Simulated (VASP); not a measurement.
PbSe: relaxation of shape and atoms at fixed volume with PBE

Crystal: PbSe.

```xyz
4
Lattice="4.3329 0.0000 0.0000 -2.1665 3.7524 0.0000 0.0000 0.0000 7.7241" Properties=species:S:1:pos:R:3 pbc="T T T"
Pb    0.0000    2.5016    1.9310
Pb    2.1665    1.2508    5.7930
Se    0.0000    0.0000    0.0000
Se    0.0000    0.0000    3.8620
```

This cell differs from its parent crystal: volume scaled by 1.040.

- Program: VASP 6.6.1
- Task: relaxation of shape and atoms at fixed volume
- Functional: PBE
- Potentials or basis: VASP PAW PBE potentials, release 64 (Pb_d, Se)
- Cutoff: 600 eV
- k mesh: 8 × 8 × 6
- Occupations: gaussian, width 0.05 eV
- Spin: no spin polarisation
- Dipole correction: no
- Further INCAR settings: ALGO = Normal; EDIFF = 1e-07; IBRION = 2; EDIFFG = -0.01; NSW = 60; ISIF = 4

```json
{
 "Energy gained by relaxing": "0.0 meV/atom",
 "Ionic steps": "2",
 "Pressure after relaxing": "-1.6 GPa",
 "Band gap on the k mesh": "0.37 eV, indirect (least direct gap 0.39 eV)"
}
```

Final structure:
```yaml
crystal:
  lattice:
    - [4.33477, 0.00000, 0.00000]
    - [-2.16738, 3.75402, 0.00000]
    - [0.00000, 0.00000, 7.71756]
  atoms:
    - { symbol: Pb, position: [0.33333, 0.66667, 0.25000] }
    - { symbol: Pb, position: [0.66667, 0.33333, 0.75000] }
    - { symbol: Se, position: [0.00000, 0.00000, 0.00000] }
    - { symbol: Se, position: [0.00000, 0.00000, 0.50000] }
```

Levels at points of the mesh, in eV from the valence-band top:
```
           k point  band 18  band 19  band 20  band 21  band 22  band 23
(0.00, 0.00, 0.00)    -0.48    -0.48     0.00     1.28     2.47     2.47
(0.50, 0.00, 0.00)    -0.83    -0.24    -0.02     0.37     1.84     2.09
(0.00, 0.00, 0.50)    -0.88    -0.88    -0.88     3.10     3.10     3.38
(0.50, 0.00, 0.50)    -1.70    -1.67    -1.67     2.42     2.42     3.71
```

Wall time 110 s on 1 thread of Intel(R) Xeon(R) 6975P-C (Granite Rapids), with other jobs on the host, peak memory 0.36 GiB.

Caveat: spin-orbit coupling is left out, which moves the levels of the heavy elements. A k mesh can miss the band edges.
